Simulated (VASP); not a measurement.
# GaSb3 (P4/mmm) in VASP: single point with PBE

Aim: the single point of GaSb3 with PBE.

All numbers are computed with VASP 6.6.1; they aren't measurements. Logs are shortened: lines on timing, memory, paths and dates and some standing lists are left out, and cuts for length are marked.

### Step 1. The cell of the first run

The structure is tetragonal, space group P4/mmm (No. 123). The conventional cell has a = 4.842 Å, b = 4.842 Å, c = 4.484 Å, α = 90.00°, β = 90.00°, γ = 90.00°. Within 4.3 Å of Ga (site symmetry 4/mmm) lie 12 Sb at 3.30 to 3.42 Å. Sb (site symmetry mmm) has 4 Ga at 3.30 Å and 8 Sb at 3.30 to 3.42 Å within 4.3 Å. Sb (site symmetry 4/mmm) has 8 Sb at 3.30 Å and 4 Ga at 3.42 Å within 4.3 Å.

### Step 2. Single point, PBE

Contents of INCAR:

```
ALGO = Normal ; EDIFF = 1E-6
ENCUT = 520 ; GGA = PE
ISIF = 2 ; ISMEAR = 0
LASPH = T ; LCHARG = T
LELF = T ; LREAL = F
LVHAR = T ; LWAVE = F
NBANDS = 22 ; NELM = 60
PREC = Accurate ; SIGMA = 0.1
```

Contents of KPOINTS:

```
k-points
0
Gamma
  10 10 10
```

Contents of POSCAR:

```
GaSb3
1.0
    4.8424970559      0.0000000000      0.0000000000
    0.0000000000      4.8424970559      0.0000000000
    0.0000000000      0.0000000000      4.4840189530
Ga Sb
1 3
Direct
    0.0000000000      0.0000000000      0.0000000000
    0.0000000000      0.5000000000      0.5000000000
    0.5000000000      0.0000000000      0.5000000000
    0.5000000000      0.5000000000      0.0000000000
```

Potentials or basis: VASP PAW PBE potentials, release 64 (Ga_d, Sb).

On the command line:

```console
$ cat potpaw_PBE.64/Ga_d/POTCAR potpaw_PBE.64/Sb/POTCAR > POTCAR
$ mpirun -np 1 vasp_std > vasp.out
```

OUTCAR:

```text
EDIFF = 1E-6
   ENCUT = 520
   GGA = PE
   ISIF = 2
   ISMEAR = 0
   LASPH = T
   LREAL = F
   NELM = 60
   PREC = Accurate

 ion  position               nearest neighbor table
   1  0.000  0.000  0.000-   2 3.30   3 3.30   2 3.30   3 3.30   2 3.30   2 3.30   3 3.30   3 3.30

   2  0.000  0.500  0.500-   1 3.30   4 3.30   1 3.30   4 3.30   1 3.30   1 3.30   4 3.30   4 3.30
                             3 3.42   3 3.42   3 3.42   3 3.42
   3  0.500  0.000  0.500-   1 3.30   4 3.30   1 3.30   4 3.30   4 3.30   4 3.30   1 3.30   1 3.30
                             2 3.42   2 3.42   2 3.42   2 3.42
   4  0.500  0.500  0.000-   2 3.30   3 3.30   2 3.30   3 3.30   3 3.30   3 3.30   2 3.30   2 3.30

  LATTYP: Found a simple tetragonal cell.
 ALAT       =     4.8424970559
 C/A-ratio  =     0.9259724686

  Lattice vectors:

 A1 = (   4.8424970559,   0.0000000000,   0.0000000000)
 A2 = (   0.0000000000,   4.8424970559,   0.0000000000)
 A3 = (   0.0000000000,   0.0000000000,   4.4840189530)

Analysis of symmetry for initial positions (statically):
=====================================================================
 Subroutine PRICEL returns:
 Original cell was already a primitive cell.

 Routine SETGRP: Setting up the symmetry group for a
 simple tetragonal supercell.

 Subroutine GETGRP returns: Found 16 space group operations
 (whereof 16 operations were pure point group operations)
 out of a pool of 16 trial point group operations.

The static configuration has the point symmetry D_4h.

Analysis of symmetry for dynamics (positions and initial velocities):
=====================================================================
 Subroutine PRICEL returns:
 Original cell was already a primitive cell.

 Routine SETGRP: Setting up the symmetry group for a
 simple tetragonal supercell.

 Subroutine GETGRP returns: Found 16 space group operations
 (whereof 16 operations were pure point group operations)
 out of a pool of 16 trial point group operations.

The dynamic configuration has the point symmetry D_4h.

 Subroutine INISYM returns: Found 16 space group operations
 (whereof 16 operations are pure point group operations),
 and found     1 'primitive' translations

----------------------------------------------------------------------------------------

                                     Primitive cell

  volume of cell :     105.1492

  direct lattice vectors                    reciprocal lattice vectors
     4.842497056  0.000000000  0.000000000     0.206505030  0.000000000  0.000000000
     0.000000000  4.842497056  0.000000000     0.000000000  0.206505030  0.000000000
     0.000000000  0.000000000  4.484018953     0.000000000  0.000000000  0.223014222

  length of vectors
     4.842497056  4.842497056  4.484018953     0.206505030  0.206505030  0.223014222

  position of ions in fractional coordinates (direct lattice)
     0.000000000  0.000000000  0.000000000
     0.000000000  0.500000000  0.500000000
     0.500000000  0.000000000  0.500000000
     0.500000000  0.500000000  0.000000000

  ion indices of the primitive-cell ions
   primitive index   ion index
                 1           1
                 2           2
                 3           3
                 4           4

----------------------------------------------------------------------------------------

 KPOINTS: k-points

Automatic generation of k-mesh.
 Grid dimensions read from file:
 generate k-points for:   10   10   10

 Generating k-lattice:

  Cartesian coordinates                     Fractional coordinates (reciprocal lattice)
     0.020650503  0.000000000  0.000000000     0.100000000  0.000000000  0.000000000
     0.000000000  0.020650503  0.000000000     0.000000000  0.100000000  0.000000000
     0.000000000  0.000000000  0.022301422     0.000000000  0.000000000  0.100000000

  Length of vectors
     0.020650503  0.020650503  0.022301422

  Shift w.r.t. Gamma in fractional coordinates (k-lattice)
     0.000000000  0.000000000  0.000000000

 Subroutine IBZKPT returns following result:
 ===========================================

 Found    126 irreducible k-points:

 Following reciprocal coordinates:
            Coordinates               Weight
  0.000000  0.000000  0.000000      1.000000
  0.100000  0.000000  0.000000      4.000000
  0.200000  0.000000  0.000000      4.000000
  0.300000  0.000000  0.000000      4.000000
  0.400000  0.000000  0.000000      4.000000
  0.500000  0.000000  0.000000      2.000000
[... 16 lines left out ...]
  0.100000  0.000000  0.100000      8.000000
  0.200000  0.000000  0.100000      8.000000
 [... further k-points ...]
   k-points           NKPTS =    126   k-points in BZ     NKDIM =    126   number of bands    NBANDS=     22
   number of dos      NEDOS =    301   number of ions     NIONS =      4
   total plane-waves  NPLWV =  46656
   dimension x,y,z NGX =    36 NGY =   36 NGZ =   36
   dimension x,y,z NGXF=    72 NGYF=   72 NGZF=   72
   ions per type =               1   3
   NGX,Y,Z   is equivalent  to a cutoff of  12.36, 12.36, 13.35 a.u.
   NGXF,Y,Z  is equivalent  to a cutoff of  24.72, 24.72, 26.69 a.u.
 SYSTEM =  unknown system
   PREC   = accura    normal or accurate (medium, high low for compatibility)
   ISTART =      0    job   : 0-new  1-cont  2-samecut
   ICHARG =      2    charge: 1-file 2-atom 10-const
   ISPIN  =      1    spin polarized calculation?
   LNONCOLLINEAR =      F non collinear calculations
   LSORBIT =      F    spin-orbit coupling
   LASPH  =      T    aspherical Exc in radial PAW
   ENCUT  =  520.0 eV  38.22 Ry    6.18 a.u.   9.00  9.00  8.34*2*pi/ulx,y,z
   NELM   =     60;   NELMIN=  2; NELMDL= -5     # of ELM steps
   EDIFF  = 0.1E-05   stopping-criterion for ELM
   LREAL  =      F    real-space projection
   EDIFFG = 0.1E-04   stopping-criterion for IOM
   NSW    =      0    number of steps for IOM
   IBRION =     -1    ionic relax: 0-MD 1-quasi-New 2-CG
   NFREE  =      0    steps in history (QN), initial steepest desc. (CG)
   ISIF   =      2    stress and relaxation
   ISYM   =      2    0-nonsym 1-usesym 2-fastsym
   POTIM  = 0.5000    time-step for ionic-motion
   TEBEG  =    0.0;   TEEND  =   0.0 temperature during run
   PSTRESS=    0.0 pullay stress
   NELECT =      28.0000    total number of electrons
   NUPDOWN=      -1.0000    fix difference up-down
   EMIN   =  10.00;   EMAX   =-10.00  energy-range for DOS
   EFERMI =   0.00;   METHOD = LEGACY
   ISMEAR =     0;   SIGMA  =   0.10  broadening in eV -4-tet -1-fermi 0-gaus
   EFERMI_NEDOS =   21; number of points for ismear=-14 and -15
   IALGO  =     38    algorithm
   IMIX   =      4    mixing-type and parameters
     AMIX     =   0.40;   BMIX     =  1.00
     AMIX_MAG =   1.60;   BMIX_MAG =  1.00
  volume/ion in A,a.u.               =      26.29       177.40
  Fermi-wavevector in a.u.,A,eV,Ry     =   1.053235  1.990326 15.093008  1.109305
  Thomas-Fermi vector in A             =   2.188349
   LORBIT       =      0    0 simple, 1 ext, 2 COOP (PROOUT), +10 PAW based schemes
   GGA     = PE    functional components
   LHFCALC =     F    Hartree Fock is set to
   AEXX    =    0.0000 exact exchange contribution
   IVDW    =     0    specifies the selected vdW correction
   LEPSILON=     F    determine dielectric tensor
   LRPA    =     F    only Hartree local field effects (RPA)
 non-spin polarized calculation
 Gauss-broadening in eV      SIGMA  =   0.10
  energy-cutoff  :      520.00
  volume of cell :      105.15
 maximum number of plane-waves:      2853
   NGX = 19   NGY = 19   NGZ = 17

 number of electron      28.0000010 magnetization

 Free energy of the ion-electron system (eV)
  ---------------------------------------------------
  ext. energy  EPLUGINS =         0.00000000
  ---------------------------------------------------
  free energy    TOTEN  =       -14.55754940 eV

  energy without entropy =      -14.55050786  energy(sigma->0) =      -14.55402863

 E-fermi :   7.3829     XC(G=0): -10.1272

 val. band max:        7.3622126594   @ k =   0.1000   0.0000   0.1000
 cond. band min:       7.3864283396   @ k =   0.3000   0.1000   0.0000
 fundamental gap:      0.0242156802
 Fermi energy:         7.3828908899

 k-point     1 :       0.0000    0.0000    0.0000
  band No.  band energies     occupation
      1      -7.4921      2.00000
      2      -7.4838      2.00000
      3      -7.4824      2.00000
      4      -7.4809      2.00000
      5      -7.4809      2.00000
      6      -5.0262      2.00000
[... 14 lines left out ...]
     21      12.5693      0.00000
     22      12.5763      0.00000

 k-point     2 :       0.1000    0.0000    0.0000
  band No.  band energies     occupation
      1      -7.4917      2.00000
      2      -7.4841      2.00000
      3      -7.4823      2.00000
      4      -7.4813      2.00000
      5      -7.4809      2.00000
      6      -4.9664      2.00000
[... 14 lines left out ...]
     21      12.6516      0.00000
     22      12.9213      0.00000

 k-point     3 :       0.2000    0.0000    0.0000
  band No.  band energies     occupation
      1      -7.4906      2.00000
      2      -7.4849      2.00000
      3      -7.4822      2.00000
      4      -7.4818      2.00000
      5      -7.4809      2.00000
      6      -4.7887      2.00000
[... 14 lines left out ...]
     21      12.9533      0.00000
     22      13.0730      0.00000

 k-point     4 :       0.3000    0.0000    0.0000
  band No.  band energies     occupation
      1      -7.4893      2.00000
      2      -7.4859      2.00000
      3      -7.4833      2.00000
      4      -7.4811      2.00000
      5      -7.4809      2.00000
      6      -4.5013      2.00000
[... 14 lines left out ...]
     21      12.5105      0.00000
     22      13.2394      0.00000

 k-point     5 :       0.4000    0.0000    0.0000
  band No.  band energies     occupation
      1      -7.4883      2.00000
      2      -7.4867      2.00000
      3      -7.4842      2.00000
      4      -7.4809      2.00000
      5      -7.4806      2.00000
      6      -4.1369      2.00000
[... 417 lines left out ...]
 k-point    22 :       0.0000    0.0000    0.1000
  band No.  band energies     occupation
      1      -7.4918      2.00000
      2      -7.4838      2.00000
      3      -7.4817      2.00000
      4      -7.4815      2.00000
      5      -7.4815      2.00000
      6      -4.9550      2.00000
[... 14 lines left out ...]
     21      13.0696      0.00000
     22      13.0696      0.00000

 k-point    23 :       0.1000    0.0000    0.1000
  band No.  band energies     occupation
      1      -7.4914      2.00000
      2      -7.4841      2.00000
      3      -7.4819      2.00000
      4      -7.4815      2.00000
      5      -7.4815      2.00000
      6      -4.8952      2.00000
[... 14 lines left out ...]
     21      12.7632      0.00000
     22      12.8856      0.00000

 k-point    24 :       0.2000    0.0000    0.1000
  band No.  band energies     occupation
      1      -7.4904      2.00000
      2      -7.4849      2.00000
      3      -7.4829      2.00000
      4      -7.4814      2.00000
      5      -7.4809      2.00000
      6      -4.7177      2.00000
[... 14 lines left out ...]
     21      13.0045      0.00000
     22      13.2556      0.00000

 [... further k-points ...]
[... 5 lines left out ...]
  --------------------------------------------------------------------------------------
  -------------------------------------------------------------------------------------
  Total       -0.0640966     -0.0640966     -0.0856542      0.0000000      0.0000000      0.0000000
  in kB       -0.9766516     -0.9766516     -1.3051287      0.0000000      0.0000000      0.0000000
  external PRESSURE =      -1.0861440 kB  Pullay stress =       0.0000000 kB

 VOLUME and BASIS-vectors are now :
 -----------------------------------------------------------------------------
  energy-cutoff  :      520.00
  volume of cell :      105.15
      direct lattice vectors                 reciprocal lattice vectors
     4.842497056  0.000000000  0.000000000     0.206505030  0.000000000  0.000000000
     0.000000000  4.842497056  0.000000000     0.000000000  0.206505030  0.000000000
     0.000000000  0.000000000  4.484018953     0.000000000  0.000000000  0.223014222

 POSITION                                       TOTAL-FORCE (eV/Angst)
 -----------------------------------------------------------------------------------
      0.00000      0.00000      0.00000         0.000000      0.000000      0.000000
      0.00000      2.42125      2.24201         0.000000      0.000000      0.000000
      2.42125      0.00000      2.24201         0.000000      0.000000      0.000000
      2.42125      2.42125      0.00000         0.000000      0.000000      0.000000
 -----------------------------------------------------------------------------------
    total drift:                                0.000000     -0.000000     -0.000000

  FREE ENERGIE OF THE ION-ELECTRON SYSTEM (eV)
  ---------------------------------------------------
  free  energy   TOTEN  =       -14.5575494028 eV

  energy  without entropy=      -14.5505078597  energy(sigma->0) =      -14.55402863
```

Run time: 2.3 min. Hardware: 1 thread of Intel Xeon Platinum 8259CL at 2.50GHz (Skylake/Cascade Lake), shared host; peak memory 0.4 GiB.

What came out:

```yaml
Free_energy: -14.5575 eV
Pressure: -0.1 GPa
Band_gap_on_the_k_mesh: zero (band 14 reaches 10.61 eV, above the bottom of band 15 at 6.12 eV)
```

Levels at points of the mesh, in eV from the Fermi level:
```
           k point  band 11  band 12  band 13  band 14  band 15  band 16  band 17  band 18
(0.00, 0.00, 0.00)    -4.22    -3.93     0.42     0.42     0.77     1.81     1.99     1.99
(0.50, 0.00, 0.00)    -2.66    -2.35    -1.70    -0.83    -0.67     1.47     2.25     2.42
(0.50, 0.50, 0.00)    -1.09    -0.96    -0.96    -0.82    -0.82    -0.44     1.21     2.88
(0.00, 0.00, 0.50)    -2.96    -2.13    -2.13    -1.45    -1.11     1.99     1.99     2.02
(0.50, 0.00, 0.50)    -1.77    -1.71    -1.47    -1.43    -1.26    -1.16     0.71     3.75
(0.50, 0.50, 0.50)    -5.09    -5.09    -4.92     3.23     3.52     4.09     4.09     4.32
```

Caveat: spin-orbit coupling is left out, which moves the levels of the heavy elements.
